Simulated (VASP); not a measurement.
## Hf2Bi3O2: single point with PBE

Hf2Bi3O2:

```
Hf Bi O
1.0
     4.66761    0.00000    0.00000
     0.00000    4.66761    0.00000
     0.00000    0.00000    6.91403
Hf Bi O
2 3 2
Direct
  0.00000 0.00000 0.70804
  0.00000 0.00000 0.29196
  0.00000 0.50000 0.00000
  0.50000 0.00000 0.00000
  0.50000 0.50000 0.50000
  0.00000 0.50000 0.50000
  0.50000 0.00000 0.50000
```

The cell was built from a structure type or drawn by symmetry, and may not be a known phase.

| Item | Value |
| --- | --- |
| Program | VASP 6.6.1 |
| Task | single point |
| Functional | PBE |
| Potentials or basis | VASP PAW PBE potentials, release 64 (Hf_pv, Bi_d, O) |
| Cutoff | 600 eV |
| k mesh | 4 × 4 × 3 |
| Occupations | gaussian, width 0.2 eV |
| Spin | no spin polarisation |
| Dipole correction | no |
| Further INCAR settings | ALGO = Normal; EDIFF = 1e-06; NBANDS = 48 |

The pressure is -0.4 GPa. The largest force is 0.043 eV/Å and the band gap on the k mesh is zero (an odd number of electrons rules out a gap without spin polarisation).

Forces on the atoms (eV/Å):
```
Hf   0.000  0.000 -0.043
Hf   0.000  0.000  0.043
Bi   0.000  0.000  0.000
Bi   0.000  0.000  0.000
Bi   0.000  0.000  0.000
O    0.000  0.000  0.000
O    0.000  0.000  0.000
```

Stress tensor (GPa, compression positive):
```
-0.45  0.00  0.00
 0.00 -0.45  0.00
 0.00  0.00 -0.35
```

Levels at points of the mesh, in eV from the Fermi level:
```
           k point  band 37  band 38  band 39  band 40  band 41  band 42
(0.00, 0.00, 0.00)    -0.01     0.39     0.69     1.09     1.20     1.65
(0.50, 0.00, 0.00)    -1.24    -0.49     0.05     0.29     0.48     0.57
(0.50, 0.50, 0.00)    -1.09    -0.05    -0.05     0.12     0.31     1.41
```

Wall time 3.2 min on 1 thread of Intel Xeon 8259CL, on a shared host, peak memory 0.34 GiB.

Caveat: spin-orbit coupling is left out, which moves the levels of the heavy elements; an odd number of electrons without spin polarisation forces a metal; a magnetic or distorted state may lie lower.
